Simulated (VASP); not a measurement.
# MgS (Fm-3m) in VASP: notebook, part 3 of 3

VASP 6.6.1.

## Step 6: Single point, HSE06

This run uses another cell than the first one, of 16.55 Å³/atom.

The input, POSCAR:

```
MgS
1.0
    0.0000000000      2.5485401997      2.5485401997
    2.5485401997      0.0000000000      2.5485401997
    2.5485401997      2.5485401997      0.0000000000
S Mg
1 1
Direct
    0.5000000000      0.5000000000      0.5000000000
    0.0000000000      0.0000000000      0.0000000000
```

The input, INCAR.step1:

```
ALGO = Normal
EDIFF = 1E-5
ENCUT = 520
GGA = PE
ISIF = 2
ISMEAR = -1
LASPH = True
LCHARG = False
LREAL = False
LWAVE = True
NBANDS = 11
NELM = 60
PREC = Accurate
SIGMA = 0.05
```

The input, INCAR.step2:

```
ALGO = Normal
EDIFF = 1E-6
ENCUT = 520
GGA = PE
HFSCREEN = 0.2079
ISIF = 2
ISMEAR = -1
ISTART = 1
LASPH = True
LCHARG = False
LHFCALC = True
LREAL = False
LWAVE = False
NBANDS = 11
NELM = 60
PREC = Accurate
PRECFOCK = Normal
SIGMA = 0.05
```

The input, KPOINTS:

```
k-points
0
Gamma
  6 6 6
```

Potentials or basis: VASP PAW PBE potentials, release 64 (S, Mg).

Command:

```console
cat potpaw_PBE.64/S/POTCAR potpaw_PBE.64/Mg/POTCAR > POTCAR
cp INCAR.step1 INCAR
mpirun -np 1 vasp_std > vasp.out
cp INCAR.step2 INCAR
mpirun -np 1 vasp_std > vasp.out
```

OUTCAR:

```text
EDIFF = 1E-6
   ENCUT = 520
   GGA = PE
   HFSCREEN = 0.2079
   ISIF = 2
   ISMEAR = -1
   ISTART = 1
   LASPH = True
   LHFCALC = True
   LREAL = False
   NELM = 60
   PREC = Accurate
   PRECFOCK = Normal

 ion  position               nearest neighbor table
   1  0.500  0.500  0.500-   2 2.55   2 2.55   2 2.55   2 2.55   2 2.55   2 2.55
   2  0.000  0.000  0.000-   1 2.55   1 2.55   1 2.55   1 2.55   1 2.55   1 2.55

  LATTYP: Found a face centered cubic cell.
 ALAT       =     5.0970803994

  Lattice vectors:

 A1 = (   0.0000000000,   2.5485401997,   2.5485401997)
 A2 = (   2.5485401997,   0.0000000000,   2.5485401997)
 A3 = (   2.5485401997,   2.5485401997,   0.0000000000)

Analysis of symmetry for initial positions (statically):
=====================================================================
 Subroutine PRICEL returns:
 Original cell was already a primitive cell.

 Routine SETGRP: Setting up the symmetry group for a
 face centered cubic supercell.

 Subroutine GETGRP returns: Found 48 space group operations
 (whereof 48 operations were pure point group operations)
 out of a pool of 48 trial point group operations.

The static configuration has the point symmetry O_h .

Analysis of symmetry for dynamics (positions and initial velocities):
=====================================================================
 Subroutine PRICEL returns:
 Original cell was already a primitive cell.

 Routine SETGRP: Setting up the symmetry group for a
 face centered cubic supercell.

 Subroutine GETGRP returns: Found 48 space group operations
 (whereof 48 operations were pure point group operations)
 out of a pool of 48 trial point group operations.

The dynamic configuration has the point symmetry O_h .

 Subroutine INISYM returns: Found 48 space group operations
 (whereof 48 operations are pure point group operations),
 and found     1 'primitive' translations

----------------------------------------------------------------------------------------

                                     Primitive cell

  volume of cell :      33.1058

  direct lattice vectors                    reciprocal lattice vectors
     0.000000000  2.548540200  2.548540200    -0.196190745  0.196190745  0.196190745
     2.548540200  0.000000000  2.548540200     0.196190745 -0.196190745  0.196190745
     2.548540200  2.548540200  0.000000000     0.196190745  0.196190745 -0.196190745

  length of vectors
     3.604180115  3.604180115  3.604180115     0.339812338  0.339812338  0.339812338

  position of ions in fractional coordinates (direct lattice)
     0.500000000  0.500000000  0.500000000
     0.000000000  0.000000000  0.000000000

  ion indices of the primitive-cell ions
   primitive index   ion index
                 1           1
                 2           2

----------------------------------------------------------------------------------------

 KPOINTS: k-points

Automatic generation of k-mesh.
 Grid dimensions read from file:
 generate k-points for:    6    6    6

 Generating k-lattice:
[... 36 lines left out ...]
   number of dos      NEDOS =    301   number of ions     NIONS =      2
   total plane-waves  NPLWV =  21952
   dimension x,y,z NGX =    28 NGY =   28 NGZ =   28
   dimension x,y,z NGXF=    56 NGYF=   56 NGZF=   56
   ions per type =               1   1
   NGX,Y,Z   is equivalent  to a cutoff of  12.92, 12.92, 12.92 a.u.
   NGXF,Y,Z  is equivalent  to a cutoff of  25.83, 25.83, 25.83 a.u.
 SYSTEM =  unknown system
   PREC   = accura    normal or accurate (medium, high low for compatibility)
   ISTART =      1    job   : 0-new  1-cont  2-samecut
   ICHARG =      0    charge: 1-file 2-atom 10-const
   ISPIN  =      1    spin polarized calculation?
   LNONCOLLINEAR =      F non collinear calculations
   LSORBIT =      F    spin-orbit coupling
   LASPH  =      T    aspherical Exc in radial PAW
   ENCUT  =  520.0 eV  38.22 Ry    6.18 a.u.   6.70  6.70  6.70*2*pi/ulx,y,z
   NELM   =     60;   NELMIN=  2; NELMDL=  0     # of ELM steps
   EDIFF  = 0.1E-05   stopping-criterion for ELM
   LREAL  =      F    real-space projection
   EDIFFG = 0.1E-04   stopping-criterion for IOM
   NSW    =      0    number of steps for IOM
   IBRION =     -1    ionic relax: 0-MD 1-quasi-New 2-CG
   NFREE  =      0    steps in history (QN), initial steepest desc. (CG)
   ISIF   =      2    stress and relaxation
   ISYM   =      3    0-nonsym 1-usesym 2-fastsym
   POTIM  = 0.5000    time-step for ionic-motion
   TEBEG  =    0.0;   TEEND  =   0.0 temperature during run
   PSTRESS=    0.0 pullay stress
   NELECT =       8.0000    total number of electrons
   NUPDOWN=      -1.0000    fix difference up-down
   EMIN   =  10.00;   EMAX   =-10.00  energy-range for DOS
   EFERMI =   0.00;   METHOD = LEGACY
   ISMEAR =    -1;   SIGMA  =   0.05  broadening in eV -4-tet -1-fermi 0-gaus
   EFERMI_NEDOS =   21; number of points for ismear=-14 and -15
   IALGO  =     38    algorithm
   IMIX   =      1    mixing-type and parameters
     AMIX     =   0.40;   BMIX     =  1.00
     AMIX_MAG =   1.60;   BMIX_MAG =  1.00
  volume/ion in A,a.u.               =      16.55       111.70
  Fermi-wavevector in a.u.,A,eV,Ry     =   1.019694  1.926943 14.147019  1.039777
  Thomas-Fermi vector in A             =   2.153222
   LORBIT       =      0    0 simple, 1 ext, 2 COOP (PROOUT), +10 PAW based schemes
   GGA     = PE    functional components
   LHFCALC =     T    Hartree Fock is set to
   PRECFOCK=normal    Normal, Fast or Accurate (Low or Medium for compatibility)
   ENCUT4O =  -1.0   cutoff for four orbital integrals eV
   NKREDX  =     1    reduce k-point grid by
   NKREDY  =     1    reduce k-point grid by
   NKREDZ  =     1    reduce k-point grid by
   AEXX    =    0.2500 exact exchange contribution
   HFSCREEN=    0.2079 screening length (either q_TF or 0.3 A-1)
   HFSCREENC=   0.2079 screening length for correlation (either q_TF or 0.3 A-1)
   ENCUTFOCK=  -1.0 apply spherical cutoff to Coloumb kernel
   IVDW    =     0    specifies the selected vdW correction
   LEPSILON=     F    determine dielectric tensor
   LRPA    =     F    only Hartree local field effects (RPA)
 non-spin polarized calculation
  energy-cutoff  :      520.00
  volume of cell :       33.11
 maximum number of plane-waves:       911
  NGX = 24; NGY = 24; NGZ = 24

 number of electron       7.9999999 magnetization

 Free energy of the ion-electron system (eV)
  ---------------------------------------------------
  ext. energy  EPLUGINS =         0.00000000
  ---------------------------------------------------
  free energy    TOTEN  =        -9.86170116 eV

  energy without entropy =       -9.86170116  energy(sigma->0) =       -9.86170116

 E-fermi :   4.6402     XC(G=0):  -8.2507

 val. band max:        3.6317561181   @ k =   0.0000   0.0000   0.0000
 cond. band min:       7.5300894860   @ k =   0.5000   0.5000   0.0000
 fundamental gap:      3.8983333679
 Fermi energy:         4.6402474714

 k-point     1 :       0.0000    0.0000    0.0000
  band No.  band energies     occupation
      1     -10.7268      2.00000
      2       3.6318      2.00000
      3       3.6318      2.00000
      4       3.6318      2.00000
      5       8.9729      0.00000
      6      12.6997      0.00000
      7      12.6997      0.00000
      8      12.6997      0.00000
      9      15.4031      0.00000
     10      15.4031      0.00000
     11      17.5300      0.00000
[... 197 lines left out ...]
 k-point    16 :      -0.3333    0.5000    0.1667
  band No.  band energies     occupation
      1      -8.6077      2.00000
      2      -0.8059      2.00000
      3       0.5764      2.00000
      4       1.0779      2.00000
      5       9.3107      0.00000
      6      10.8693      0.00000
      7      14.4247      0.00000
      8      15.0357      0.00000
      9      19.6619      0.00000
     10      20.8246      0.00000
     11      21.2621      0.00000

------------------------ aborting loop because EDIFF is reached ----------------------------------------

  FORCE on cell =-STRESS in cart. coord.  units (eV):
  Direction    XX          YY          ZZ          XY          YZ          ZX
  --------------------------------------------------------------------------------------
  -------------------------------------------------------------------------------------
  Total        0.9833525      0.9833525      0.9833525      0.0000000      0.0000000      0.0000000
  in kB       47.5899630     47.5899630     47.5899630      0.0000000      0.0000000      0.0000000
  external PRESSURE =      47.5899630 kB  Pullay stress =       0.0000000 kB

 VOLUME and BASIS-vectors are now :
 -----------------------------------------------------------------------------
  energy-cutoff  :      520.00
  volume of cell :       33.11
      direct lattice vectors                 reciprocal lattice vectors
     0.000000000  2.548540200  2.548540200    -0.196190745  0.196190745  0.196190745
     2.548540200  0.000000000  2.548540200     0.196190745 -0.196190745  0.196190745
     2.548540200  2.548540200  0.000000000     0.196190745  0.196190745 -0.196190745

 POSITION                                       TOTAL-FORCE (eV/Angst)
 -----------------------------------------------------------------------------------
      2.54854      2.54854      2.54854        -0.000000     -0.000000     -0.000000
      0.00000      0.00000      0.00000         0.000000      0.000000      0.000000
 -----------------------------------------------------------------------------------
    total drift:                                0.000000      0.000000      0.000000

  FREE ENERGIE OF THE ION-ELECTRON SYSTEM (eV)
  ---------------------------------------------------
  free  energy   TOTEN  =        -9.8617011632 eV

  energy  without entropy=       -9.8617011632  energy(sigma->0) =       -9.86170116
```

Run time: 27 min. Hardware: 1 thread of Intel Xeon 8259CL, shared host; peak memory 0.28 GiB.

What came out:

```yaml
Free_energy: -9.8617 eV
Pressure: 4.8 GPa
Band_gap_on_the_k_mesh: 3.90 eV (least direct gap 5.34 eV)
```

Levels at points of the mesh, in eV from the valence-band top:
```tsv
k point	band 1	band 2	band 3	band 4	band 5	band 6	band 7	band 8	band 9
(0.00, 0.00, 0.00)	-14.36	0.00	0.00	0.00	5.34	9.07	9.07	9.07	11.77
(0.50, 0.00, 0.00)	-12.75	-5.64	-0.73	-0.73	5.65	8.14	8.14	12.28	13.94
(0.50, 0.50, 0.00)	-12.28	-4.96	-2.00	-2.00	3.90	5.14	14.18	14.54	15.60
```

Caveat: the cell stands under pressure; the PAW data sets were made with another functional, which shifts forces and pressure a little.

## Step 7: Overview

| task | level | cell | k mesh | cutoff (eV) | grid for exact exchange (PRECFOCK) | share of exact exchange | screening parameter | gap on the mesh (eV) | pressure (GPa) |
| --- | --- | --- | --- | --- | --- | --- | --- | --- | --- |
| single point | PBEsol | a = 3.664 Å, angles 60.0°, 2 atoms | 9 × 9 × 9 | 520 | - | - | - | 2.86 | -0.2 |
| relaxation of cell and atoms | PBEsol | relaxed from a = 3.679 Å, angles 60.0°, 2 atoms | 9 × 9 × 9 | 600 | - | - | - | 2.86 | 0.0 |
| single point | HSE06 | a = 3.728 Å, angles 60.0°, 2 atoms | 6 × 6 × 6 | 520 | Normal | 0.25 | 0.2079 1/Å | 3.65 | -3.5 |
| single point | HSE06 | a = 3.751 Å, angles 60.0°, 2 atoms | 6 × 6 × 6 | 520 | Normal | 0.25 | 0.2079 1/Å | 3.61 | -4.8 |
| single point | HSE06 | a = 3.604 Å, angles 60.0°, 2 atoms | 6 × 6 × 6 | 520 | Normal | 0.25 | 0.2079 1/Å | 3.90 | 4.8 |

Alike in all rows: potentials or basis VASP PAW PBE potentials, release 64 (S, Mg); no spin polarisation; smearing fermi-dirac 0.05 eV.

Caveats: the PAW data sets were made with another functional, which shifts forces and pressure a little; an odd mesh through Γ misses points on the zone boundary, where band edges can lie (at least some runs); the cell stands under tension (at least some runs); the cell stands under pressure (at least some runs).

Total energies depend on the potentials used, so only differences within one code and one set of settings carry meaning.
